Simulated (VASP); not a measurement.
# TaF3 (Pm-3m) in VASP: further runs, part 2 of 2

VASP 6.6.1.

## Step 4: Relaxation of cell and atoms, PBE+U

This run uses another cell than the first one, of 14.84 Å³/atom, 0.831 times its volume.

Contents of INCAR:

```
ALGO = Normal
EDIFF = 1E-7
EDIFFG = -0.01
ENCUT = 600
GGA = PE
GGA_COMPAT = False
IBRION = 2
ISIF = 3
ISMEAR = -1
LASPH = True
LCHARG = False
LDAU = True
LDAUJ = 0 0
LDAUL = 2 -1
LDAUPRINT = 1
LDAUTYPE = 2
LDAUU = 6 0
LMAXMIX = 4
LREAL = False
LWAVE = False
NELM = 200
NELMIN = 4
NSW = 60
PREC = Accurate
SIGMA = 0.05
```

Contents of KPOINTS:

```
k-points
0
Gamma
  7 7 7
```

Contents of POSCAR:

```
TaF3
1.0
    3.9012000000      0.0000000000      0.0000000000
    0.0000000000      3.9012000000      0.0000000000
    0.0000000000      0.0000000000      3.9012000000
Ta F
1 3
Direct
    0.0000000000      0.0000000000      0.0000000000
    0.0000000000      0.0000000000      0.5000000000
    0.0000000000      0.5000000000      0.0000000000
    0.5000000000      0.0000000000      0.0000000000
```

Potentials or basis: VASP PAW PBE potentials, release 64 (Ta_sv_GW, F).

Command:

```console
$ cat potpaw_PBE.64/Ta_sv_GW/POTCAR potpaw_PBE.64/F/POTCAR > POTCAR
$ mpirun -np 1 vasp_std > vasp.out
```

OUTCAR:

```text
EDIFF = 1E-7
   EDIFFG = -0.01
   ENCUT = 600
   GGA = PE
   IBRION = 2
   ISIF = 3
   ISMEAR = -1
   LASPH = True
   LREAL = False
   NELM = 200
   NELMIN = 4
   NSW = 60
   PREC = Accurate

 ion  position               nearest neighbor table
   1  0.000  0.000  0.000-   2 1.95   3 1.95   4 1.95   2 1.95   3 1.95   4 1.95
   2  0.000  0.000  0.500-   1 1.95   1 1.95
   3  0.000  0.500  0.000-   1 1.95   1 1.95
   4  0.500  0.000  0.000-   1 1.95   1 1.95

  LATTYP: Found a simple cubic cell.
 ALAT       =     3.9012000000

  Lattice vectors:

 A1 = (   3.9012000000,   0.0000000000,   0.0000000000)
 A2 = (   0.0000000000,   3.9012000000,   0.0000000000)
 A3 = (   0.0000000000,   0.0000000000,   3.9012000000)

Analysis of symmetry for initial positions (statically):
=====================================================================
 Subroutine PRICEL returns:
 Original cell was already a primitive cell.

 Routine SETGRP: Setting up the symmetry group for a
 simple cubic supercell.

 Subroutine GETGRP returns: Found 48 space group operations
 (whereof 48 operations were pure point group operations)
 out of a pool of 48 trial point group operations.

The static configuration has the point symmetry O_h .

Analysis of symmetry for dynamics (positions and initial velocities):
=====================================================================
 Subroutine PRICEL returns:
 Original cell was already a primitive cell.

 Routine SETGRP: Setting up the symmetry group for a
 simple cubic supercell.

 Subroutine GETGRP returns: Found 48 space group operations
 (whereof 48 operations were pure point group operations)
 out of a pool of 48 trial point group operations.

The dynamic configuration has the point symmetry O_h .

 Subroutine INISYM returns: Found 48 space group operations
 (whereof 48 operations are pure point group operations),
 and found     1 'primitive' translations

----------------------------------------------------------------------------------------

                                     Primitive cell

  volume of cell :      59.3738

  direct lattice vectors                    reciprocal lattice vectors
     3.901200000  0.000000000  0.000000000     0.256331385  0.000000000  0.000000000
     0.000000000  3.901200000  0.000000000     0.000000000  0.256331385  0.000000000
     0.000000000  0.000000000  3.901200000     0.000000000  0.000000000  0.256331385

  length of vectors
     3.901200000  3.901200000  3.901200000     0.256331385  0.256331385  0.256331385

  position of ions in fractional coordinates (direct lattice)
     0.000000000  0.000000000  0.000000000
     0.000000000  0.000000000  0.500000000
     0.000000000  0.500000000  0.000000000
     0.500000000  0.000000000  0.000000000

  ion indices of the primitive-cell ions
[... 95 lines left out ...]
  Thomas-Fermi vector in A             =   2.486215
   LORBIT       =      0    0 simple, 1 ext, 2 COOP (PROOUT), +10 PAW based schemes
 LDA+U is selected, type is set to LDAUTYPE =  2
   angular momentum for each species LDAUL =     2   -1
   U (eV)           for each species LDAUU =   6.0  0.0
   J (eV)           for each species LDAUJ =   0.0  0.0
   GGA     = PE    functional components
   LHFCALC =     F    Hartree Fock is set to
   AEXX    =    0.0000 exact exchange contribution
   IVDW    =     0    specifies the selected vdW correction
   LEPSILON=     F    determine dielectric tensor
   LRPA    =     F    only Hartree local field effects (RPA)
 conjugate gradient relaxation of ions
 non-spin polarized calculation
  energy-cutoff  :      600.00
  volume of cell :       59.37
 maximum number of plane-waves:      1999
 NGX is ok and might be reduce to    32
   NGX = 15   NGY = 15   NGZ = 15

--------------------------------------- Ionic step        1  -------------------------------------------

 number of electron      33.9999954 magnetization

 Free energy of the ion-electron system (eV)
  ---------------------------------------------------
  ext. energy  EPLUGINS =         0.00000000
  ---------------------------------------------------
  free energy    TOTEN  =       -23.07760661 eV

  energy without entropy =      -23.04666181  energy(sigma->0) =      -23.06213421

------------------------ aborting loop because EDIFF is reached ----------------------------------------

  FORCE on cell =-STRESS in cart. coord.  units (eV):
  Direction    XX          YY          ZZ          XY          YZ          ZX
  --------------------------------------------------------------------------------------
  -------------------------------------------------------------------------------------
  Total       12.3462732     12.3462732     12.3462732     -0.0000000     -0.0000000      0.0000000
  in kB      333.1592067    333.1592067    333.1592067     -0.0000000     -0.0000000      0.0000000
  external PRESSURE =     333.1592067 kB  Pullay stress =       0.0000000 kB
[... 95 lines left out ...]
  FREE ENERGIE OF THE ION-ELECTRON SYSTEM (eV)
  ---------------------------------------------------
  free  energy   TOTEN  =       -24.2849054741 eV

  energy  without entropy=      -24.2436416121  energy(sigma->0) =      -24.26427354

[... ionic steps 4 to 15 ...]

--------------------------------------- Ionic step       16  -------------------------------------------

 number of electron      33.9999984 magnetization

------------------------ aborting loop because EDIFF is reached ----------------------------------------
[... 65 lines left out ...]
  FREE ENERGIE OF THE ION-ELECTRON SYSTEM (eV)
  ---------------------------------------------------
  free  energy   TOTEN  =       -24.2854769024 eV

  energy  without entropy=      -24.2445317160  energy(sigma->0) =      -24.26500431

atom =   1  type =  1  l = 2

 onsite density matrix

spin component  1

  0.2744 -0.0000 -0.0000  0.0000 -0.0000
 -0.0000  0.2744  0.0000  0.0000  0.0000
 -0.0000  0.0000  0.1101  0.0000  0.0000
  0.0000  0.0000  0.0000  0.2744  0.0000
 -0.0000  0.0000  0.0000  0.0000  0.1101

spin component  2

  0.2744 -0.0000 -0.0000  0.0000 -0.0000
 -0.0000  0.2744  0.0000  0.0000  0.0000
 -0.0000  0.0000  0.1101  0.0000  0.0000
  0.0000  0.0000  0.0000  0.2744  0.0000
 -0.0000  0.0000  0.0000  0.0000  0.1101

 occupancies and eigenvectors

  o =  0.1101  v =  0.0000 -0.0000 -0.0554 -0.0000  0.9985  0.0000  0.0000  0.0000  0.0000  0.0000      0.0000  0.0000  0.0000  0.0000  0.0000  0.0000  0.0000  0.0000  0.0000  0.0000
  o =  0.1101  v =  0.0000  0.0000  0.0000  0.0000  0.0000  0.0000 -0.0000 -0.0554 -0.0000  0.9985      0.0000  0.0000  0.0000  0.0000  0.0000  0.0000  0.0000  0.0000  0.0000  0.0000
  o =  0.1101  v =  0.0000  0.0000 -0.9985  0.0000 -0.0554  0.0000  0.0000  0.0000  0.0000  0.0000      0.0000  0.0000  0.0000  0.0000  0.0000  0.0000  0.0000  0.0000  0.0000  0.0000
  o =  0.1101  v =  0.0000  0.0000  0.0000  0.0000  0.0000  0.0000  0.0000 -0.9985  0.0000 -0.0554      0.0000  0.0000  0.0000  0.0000  0.0000  0.0000  0.0000  0.0000  0.0000  0.0000
  o =  0.2744  v =  1.0000  0.0000  0.0000  0.0000  0.0000  0.0000  0.0000  0.0000  0.0000  0.0000      0.0000  0.0000  0.0000  0.0000  0.0000  0.0000  0.0000  0.0000  0.0000  0.0000
  o =  0.2744  v =  0.0000  0.0000  0.0000  0.0000  0.0000  1.0000  0.0000  0.0000  0.0000  0.0000      0.0000  0.0000  0.0000  0.0000  0.0000  0.0000  0.0000  0.0000  0.0000  0.0000
  o =  0.2744  v =  0.0000  0.0000  0.0000  0.0000  0.0000  0.0000  0.9999  0.0000 -0.0121  0.0000      0.0000  0.0000  0.0000  0.0000  0.0000  0.0000  0.0000  0.0000  0.0000  0.0000
  o =  0.2744  v =  0.0000  0.9999  0.0000 -0.0121  0.0000  0.0000  0.0000  0.0000  0.0000  0.0000      0.0000  0.0000  0.0000  0.0000  0.0000  0.0000  0.0000  0.0000  0.0000  0.0000
  o =  0.2744  v =  0.0000  0.0000  0.0000  0.0000  0.0000  0.0000  0.0121 -0.0000  0.9999  0.0000      0.0000  0.0000  0.0000  0.0000  0.0000  0.0000  0.0000  0.0000  0.0000  0.0000
  o =  0.2744  v =  0.0000  0.0121 -0.0000  0.9999  0.0000  0.0000  0.0000  0.0000  0.0000  0.0000      0.0000  0.0000  0.0000  0.0000  0.0000  0.0000  0.0000  0.0000  0.0000  0.0000

--------------------------------------- Ionic step       18  -------------------------------------------

 number of electron      33.9999982 magnetization

 Free energy of the ion-electron system (eV)
  ---------------------------------------------------
  ext. energy  EPLUGINS =         0.00000000
  ---------------------------------------------------
  free energy    TOTEN  =       -24.28551234 eV

  energy without entropy =      -24.24448633  energy(sigma->0) =      -24.26499934

 E-fermi :   4.5476     XC(G=0):  -8.2431

 val. band max:        4.5455982985   @ k =   0.2857   0.1429   0.1429
 cond. band min:       4.5660591793   @ k =   0.2857   0.2857   0.1429
 fundamental gap:      0.0204608808
 Fermi energy:         4.5475824947

 k-point     1 :       0.0000    0.0000    0.0000
  band No.  band energies     occupation
      1     -67.1370      2.00000
      2     -33.6036      2.00000
      3     -33.6036      2.00000
      4     -33.6036      2.00000
      5     -23.1118      2.00000
      6     -22.7874      2.00000
[... 500 lines left out ...]
  FREE ENERGIE OF THE ION-ELECTRON SYSTEM (eV)
  ---------------------------------------------------
  free  energy   TOTEN  =       -24.2855123355 eV

  energy  without entropy=      -24.2444863349  energy(sigma->0) =      -24.26499934

 reached required accuracy - stopping structural energy minimisation
```

OSZICAR:

```text
N       E                     dE             d eps       ncg     rms          rms(c)
DAV:   1     0.335018693299E+03    0.33502E+03   -0.22157E+04   840   0.178E+03
DAV:   2    -0.909536319254E+01   -0.34411E+03   -0.33790E+03  1279   0.425E+02
DAV:   3    -0.266532434743E+02   -0.17558E+02   -0.17192E+02  1049   0.100E+02
DAV:   4    -0.268444370304E+02   -0.19119E+00   -0.19055E+00  1007   0.110E+01
[... 153 lines left out ...]
DAV:   3    -0.242855076982E+02    0.72918E-04   -0.28955E-04  1013   0.119E-01    0.724E-02
DAV:   4    -0.242855090312E+02   -0.13330E-05   -0.10472E-05  1080   0.228E-02    0.967E-02
DAV:   5    -0.242855077974E+02    0.12338E-05   -0.42061E-07   963   0.499E-03    0.114E-01
DAV:   6    -0.242855124195E+02   -0.46221E-05   -0.19265E-05   957   0.246E-02    0.245E-02
DAV:   7    -0.242855123355E+02    0.83971E-07   -0.45158E-07  1004   0.498E-03
  18 F= -.24285512E+02 E0= -.24264999E+02  d E =-.191712E-03
```

Run time: 2.6 min. Hardware: 1 thread of AMD EPYC 9R14 (Zen 4), shared host; peak memory 0.18 GiB.

Results:

```
Free energy                            : -24.2855 eV
Relaxed volume                         : 18.36 Å³/atom
Relaxed cell                           : a = 4.188 Å, b = 4.188 Å, c = 4.188 Å, α = 90.00°, β = 90.00°, γ = 90.00°
Space group after relaxing (to 0.05 Å) : Pm-3m (No. 221)
Energy gained by relaxing              : 302.0 meV/atom
Ionic steps                            : 18
Pressure after relaxing                : 0.0 GPa
Band gap on the k mesh                 : zero (band 17 reaches 5.63 eV, above the bottom of band 18 at 3.74 eV)
```

The path:
```tsv
step	energy change (eV)	largest force (eV/Å)	pressure (GPa)	volume (Å³)
1	0.0000	0.0000	33.32	59.37
2	-0.3687	0.0000	-13.90	90.04
3	-1.2073	0.0000	-0.51	73.81
4	-1.2079	0.0000	-0.10	73.50
5	-1.2077	0.0000	0.31	73.19
6	-1.2077	0.0000	0.31	73.20
7	-1.2077	0.0000	0.30	73.21
8	-1.2077	0.0000	0.29	73.21
9	-1.2077	0.0000	0.29	73.21
10	-1.2077	0.0000	0.29	73.21
11	-1.2077	0.0000	0.29	73.21
12	-1.2077	0.0000	0.29	73.21
13	-1.2077	0.0000	0.28	73.22
14	-1.2077	0.0000	0.28	73.22
15	-1.2078	0.0000	0.26	73.24
16	-1.2078	0.0000	0.23	73.27
17	-1.2079	0.0000	0.13	73.33
18	-1.2079	0.0000	-0.03	73.45
```

Final structure:
```
CELL_PARAMETERS angstrom
4.18790 0.00000 0.00000
0.00000 4.18790 0.00000
0.00000 0.00000 4.18790
ATOMIC_POSITIONS crystal
Ta 0.00000 0.00000 0.00000
F 0.00000 0.00000 0.50000
F 0.00000 0.50000 0.00000
F 0.50000 0.00000 0.00000
```

Levels at points of the mesh, in eV from the Fermi level:
| k point | band 13 | band 14 | band 15 | band 16 | band 17 | band 18 | band 19 | band 20 | band 21 |
| --- | --- | --- | --- | --- | --- | --- | --- | --- | --- |
| (0.00, 0.00, 0.00) | -8.20 | -8.11 | -8.11 | -8.11 | -0.81 | -0.81 | -0.81 | -0.57 | 2.51 |

Eigenvalues of the final occupation matrices:
| site | spin | trace | eigenvalues |
| --- | --- | --- | --- |
| site 1 d | 1 | 1.04 | 0.11 0.11 0.27 0.27 0.27 |
| site 1 d | 2 | 1.04 | 0.11 0.11 0.27 0.27 0.27 |

Caveat: the electronic state changed during the relaxation; the volume moved by over 15 % at a fixed basis, so the end points are rough; spin-orbit coupling is left out, which moves the levels of the heavy elements; the volume moved by +24 % from the deposited cell, more than functionals usually miss; U without spin polarisation on a metal has little footing.

## Step 5: The runs side by side

| task | U | cell | gap on the mesh (eV) | pressure (GPa) |
| --- | --- | --- | --- | --- |
| single point | Ta d U = 4.0 eV | a = 4.149 Å, 4 atoms | none | 1.3 |
| single point | Ta d U = 2.0 eV | a = 4.137 Å, 4 atoms | none | 0.5 |
| relaxation of cell and atoms | Ta d U = 6.0 eV | relaxed from a = 3.901 Å, 4 atoms | none | 0.0 |

Alike in all rows: level PBE+U; potentials or basis VASP PAW PBE potentials, release 64 (Ta_sv_GW, F); no spin polarisation; k mesh 7 × 7 × 7; cutoff (eV) 600; smearing fermi-dirac 0.05 eV.

Caveats: spin-orbit coupling is left out, which moves the levels of the heavy elements; U without spin polarisation on a metal has little footing; the electronic state changed during the relaxation (some runs); the volume moved by over 15 % at a fixed basis, so the end points are rough (some runs); the volume moved by +24 % from the deposited cell, more than functionals usually miss (some runs).

Total energies depend on the potentials used, so only differences within one code and one set of settings carry meaning.
